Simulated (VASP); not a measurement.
CO2, 36 atoms in the cell. The cell holds an amorphous packing of atoms, 36 atoms: a = 8.589 Å, b = 8.589 Å, c = 8.589 Å, α = 90.00°, β = 90.00°, γ = 90.00°. 

* Program: VASP 6.6.1
* Task: single point
* Functional: r2SCAN
* Dispersion: D3(BJ)
* Potentials or basis: VASP PAW PBE potentials, release 64 (C, O)
* Cutoff: 520 eV
* k mesh: 1 × 1 × 1
* Occupations: fermi-dirac, width 0.02 eV
* Spin: no spin polarisation
* Dipole correction: no
* Further INCAR settings: LREAL = Auto; ALGO = Normal; EDIFF = 1e-06; NBANDS = 120

Potentials or basis: VASP PAW PBE potentials, release 64 (C, O).

Launch:

```bash
$ cat potpaw_PBE.64/C/POTCAR potpaw_PBE.64/O/POTCAR > POTCAR
$ cp INCAR.step1 INCAR
$ mpirun -np 1 vasp_gam > vasp.out
$ cp INCAR.step2 INCAR
$ mpirun -np 1 vasp_gam > vasp.out
```

Hardware: 1 thread of AMD EPYC 9R45 96-Core Processor (Zen 5), with other jobs on the host.

Q: Estimate the wall time of this run.

A: Wall time 4.1 min on 1 thread of AMD EPYC 9R45 96-Core Processor (Zen 5) (shared host), peak memory 0.58 GiB. Counts: k points 1.
